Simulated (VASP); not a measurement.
TlBr: single point with PBE

Crystal: TlBr.

```
Tl Br
1.0
     3.94518    0.00000    0.00000
     0.00000    3.94518    0.00000
     0.00000    0.00000    3.94518
Tl Br
1 1
Direct
  0.00000 0.00000 0.00000
  0.50000 0.50000 0.50000
```

```yaml
Program: VASP 6.6.1
Task: single point
Functional: PBE
Potentials_or_basis: VASP PAW PBE potentials, release 64 (Tl_d, Br)
Cutoff: 500 eV
k_mesh: 4 × 4 × 4
Occupations: gaussian, width 0.01 eV
Spin: no spin polarisation
Dipole_correction: no
Further_INCAR_settings: ALGO = Normal; EDIFF = 1e-06; NBANDS = 17
```

| Item | Value |
| --- | --- |
| Pressure | 2.1 GPa |
| Band gap on the k mesh | 1.78 eV |

Levels at points of the mesh, in eV from the valence-band top:
| k point | band 8 | band 9 | band 10 | band 11 | band 12 | band 13 |
| --- | --- | --- | --- | --- | --- | --- |
| (0.00, 0.00, 0.00) | -1.42 | -1.42 | -1.42 | 6.93 | 6.93 | 7.31 |
| (0.50, 0.00, 0.00) | -0.89 | -0.89 | 0.00 | 1.78 | 5.75 | 5.75 |
| (0.50, 0.50, 0.00) | -3.12 | -3.12 | -0.81 | 4.89 | 4.89 | 7.45 |
| (0.50, 0.50, 0.50) | -2.05 | -2.05 | -2.05 | 2.02 | 2.02 | 2.02 |

It took 6 s on 1 thread of Intel(R) Xeon(R) Platinum 8488C (Sapphire Rapids), on a shared host, peak memory 0.17 GiB.

Caveat: spin-orbit coupling is left out, which moves the levels of the heavy elements. A k mesh can miss the band edges.
